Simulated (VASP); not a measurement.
# Al5N (F-43m) in VASP: further runs, part 2 of 2

VASP 6.6.1. The steps go on from the part before.

## (4) Relaxation of cell and atoms, PBE

The input, INCAR:

```
SYSTEM = Al5N
ALGO = Normal
EDIFF = 1E-6
EDIFFG = -0.04
ENCUT = 600
GGA = PE
IBRION = 2
ISIF = 3
ISMEAR = 0
LASPH = .TRUE.
LCHARG = .FALSE.
LREAL = .FALSE.
LWAVE = .FALSE.
NELM = 100
NSW = 90
PREC = Accurate
SIGMA = 0.1
```

The input, KPOINTS:

```
k-points
0
G
  4 4 4
  0 0 0
```

The input, POSCAR:

```
Al5N
1.0
    0.0000000000      3.5505791900      3.5505791900
    3.5505791900      0.0000000000      3.5505791900
    3.5505791900      3.5505791900      0.0000000000
Al N
5 1
Direct
    0.2500000000      0.2500000000      0.2500000000
    0.6242626200      0.1272121400      0.6242626200
    0.6242626200      0.6242626200      0.1272121400
    0.6242626200      0.6242626200      0.6242626200
    0.1272121400      0.6242626200      0.6242626200
    0.0000000000      0.0000000000      0.0000000000
```

Potentials or basis: VASP PAW PBE potentials, release 64 (Al, N).

Command:

```sh
> cat potpaw_PBE.64/Al/POTCAR potpaw_PBE.64/N/POTCAR > POTCAR
> mpirun -np 1 vasp_std > vasp.out
```

OUTCAR:

```text
SYSTEM = Al5N
   EDIFF = 1E-6
   EDIFFG = -0.04
   ENCUT = 600
   GGA = PE
   IBRION = 2
   ISIF = 3
   ISMEAR = 0
   LASPH = .TRUE.
   LREAL = .FALSE.
   NELM = 100
   NSW = 90
   PREC = Accurate

 ion  position               nearest neighbor table
   1  0.250  0.250  0.250-   2 2.94   5 2.94   3 2.94   5 2.94   2 2.94   3 2.94   4 2.94   4 2.94
                             4 2.94   2 2.94   3 2.94   5 2.94
   2  0.624  0.127  0.624-   3 2.50   4 2.50   5 2.50   5 2.53   3 2.53   4 2.53   1 2.94   1 2.94
                             1 2.94
   3  0.624  0.624  0.127-   2 2.50   4 2.50   5 2.50   2 2.53   5 2.53   4 2.53   1 2.94   1 2.94
                             1 2.94
   4  0.624  0.624  0.624-   2 2.50   3 2.50   5 2.50   5 2.53   2 2.53   3 2.53   1 2.94   1 2.94
                             1 2.94
   5  0.127  0.624  0.624-   2 2.50   3 2.50   4 2.50   2 2.53   3 2.53   4 2.53   1 2.94   1 2.94
                             1 2.94
   6  0.000  0.000  0.000-

  LATTYP: Found a face centered cubic cell.
 ALAT       =     7.1011583800

[... 235 lines left out ...]
     13       5.7108      2.00000
     14       6.8948      0.00000
[... 236 lines left out ...]
--------------------------------------- Ionic step        5  -------------------------------------------

 number of electron      20.0000000 magnetization

 Free energy of the ion-electron system (eV)
  ---------------------------------------------------
  ext. energy  EPLUGINS =         0.00000000
  ---------------------------------------------------
  free energy    TOTEN  =       -21.65812526 eV

  energy without entropy =      -21.62631518  energy(sigma->0) =      -21.64222022

 E-fermi :   6.6261     XC(G=0): -10.0127

 val. band max:        6.6195627010   @ k =  -0.2500   0.2500   0.0000
 cond. band min:       6.8598886890   @ k =   0.5000   0.0000   0.0000
 fundamental gap:      0.2403259880
 Fermi energy:         6.6260633686

 k-point     1 :       0.0000    0.0000    0.0000
  band No.  band energies     occupation
      1      -6.2684      2.00000
      2      -2.7842      2.00000
      3       2.0964      2.00000
      4       3.5394      2.00000
      5       3.5394      2.00000
      6       3.5394      2.00000
      7       4.4135      2.00000
      8       4.4135      2.00000
      9       4.4135      2.00000
     10       4.6876      2.00000
     11       5.7880      2.00000
     12       5.7880      2.00000
     13       5.7880      2.00000
     14       6.9741      0.00000
[... 150 lines left out ...]
  FREE ENERGIE OF THE ION-ELECTRON SYSTEM (eV)
  ---------------------------------------------------
  free  energy   TOTEN  =       -21.6581252609 eV

  energy  without entropy=      -21.6263151814  energy(sigma->0) =      -21.64222022

 reached required accuracy - stopping structural energy minimisation
```

OSZICAR:

```text
N       E                     dE             d eps       ncg     rms          rms(c)
DAV:   1     0.401241699305E+02    0.40124E+02   -0.84353E+03   224   0.134E+03
DAV:   2    -0.170706540965E+02   -0.57195E+02   -0.54741E+02   280   0.154E+02
DAV:   3    -0.222782836451E+02   -0.52076E+01   -0.47853E+01   326   0.407E+01
[... 39 lines left out ...]
DAV:   1    -0.216582239669E+02   -0.30776E-03   -0.10308E-02   254   0.610E-01    0.557E-02
DAV:   2    -0.216582642996E+02   -0.40333E-04   -0.15814E-03   302   0.226E-01    0.894E-02
DAV:   3    -0.216581329272E+02    0.13137E-03   -0.75159E-04   336   0.129E-01    0.185E-02
DAV:   4    -0.216581252884E+02    0.76388E-05   -0.66231E-05   254   0.480E-02    0.636E-03
DAV:   5    -0.216581252609E+02    0.27461E-07   -0.58047E-06   254   0.157E-02
   5 F= -.21658125E+02 E0= -.21642220E+02  d E =-.209868E-03
```

Run time: 38 s. Hardware: 1 thread of Intel Xeon Platinum 8488C (Sapphire Rapids), shared host; peak memory 0.23 GiB.

Results:

```
Free energy                            : -21.6581 eV
Relaxed volume                         : 16.25 Å³/atom
Relaxed cell                           : a = 5.167 Å, b = 5.167 Å, c = 5.167 Å, α = 60.00°, β = 60.00°, γ = 60.00°
Space group after relaxing (to 0.05 Å) : F-43m (No. 216)
Energy gained by relaxing              : 26.8 meV/atom
Ionic steps                            : 5
Pressure after relaxing                : -0.1 GPa
Largest force after relaxing           : 0.024 eV/Å
Band gap on the k mesh                 : zero (band 10 reaches 6.91 eV, above the bottom of band 11 at 5.67 eV)
```

Forces on the atoms (eV/Å):
```
Al   0.000  0.000  0.000
Al  -0.014  0.014 -0.014
Al  -0.014 -0.014  0.014
Al   0.014  0.014  0.014
Al   0.014 -0.014 -0.014
N    0.000  0.000  0.000
```

The path:
```tsv
step	energy change (eV)	largest force (eV/Å)	pressure (GPa)	volume (Å³)
1	0.0000	0.1421	7.10	89.52
2	-0.1585	0.0810	-0.68	98.36
3	-0.1608	0.0625	0.05	97.30
4	-0.1608	0.0654	-0.06	97.46
5	-0.1610	0.0243	-0.11	97.53
```

Final structure:
```cif
data_structure
_symmetry_space_group_name_H-M 'P 1'
_symmetry_Int_Tables_number 1
_cell_length_a 5.1667
_cell_length_b 5.1667
_cell_length_c 5.1667
_cell_angle_alpha 60.000
_cell_angle_beta 60.000
_cell_angle_gamma 60.000
_cell_volume 97.53
loop_
_atom_site_label
_atom_site_type_symbol
_atom_site_fract_x
_atom_site_fract_y
_atom_site_fract_z
_atom_site_occupancy
Al1 Al 0.25000 0.25000 0.25000 1
Al2 Al 0.62453 0.12641 0.62453 1
Al3 Al 0.62453 0.62453 0.12641 1
Al4 Al 0.62453 0.62453 0.62453 1
Al5 Al 0.12641 0.62453 0.62453 1
N1 N 0.00000 0.00000 0.00000 1
```

Levels at points of the mesh, in eV from the Fermi level:
```
           k point  band 8  band 9  band 10  band 11  band 12  band 13
(0.00, 0.00, 0.00)   -2.21   -2.21    -1.94    -0.84    -0.84    -0.84
(0.50, 0.00, 0.00)   -3.23   -0.87     0.23     0.51     0.51     2.20
(0.50, 0.50, 0.00)   -0.35   -0.16    -0.16     2.16     2.42     2.42
```

Caveat: the k points lie up to 0.37 Å⁻¹ apart in the final cell.

## (5) The runs side by side

| task | cell | cutoff (eV) | gap on the mesh (eV) | pressure (GPa) | largest force (eV/Å) |
| --- | --- | --- | --- | --- | --- |
| single point | a = 5.021 Å, angles 60.0°, 6 atoms | 520 | none | 7.1 | 0.14 |
| single point | a = 5.157 Å, angles 60.0°, 6 atoms | 520 | none | 0.3 | 0.01 |
| relaxation of cell and atoms | relaxed from a = 5.021 Å, angles 60.0°, 6 atoms | 600 | none | -0.1 | 0.02 |

Alike in all rows: level PBE; potentials or basis VASP PAW PBE potentials, release 64 (Al, N); no spin polarisation; k mesh 4 × 4 × 4; smearing gaussian 0.1 eV.

Caveats: all runs use coarse meshes.

Absolute energies hang on the potentials; compare differences alone.
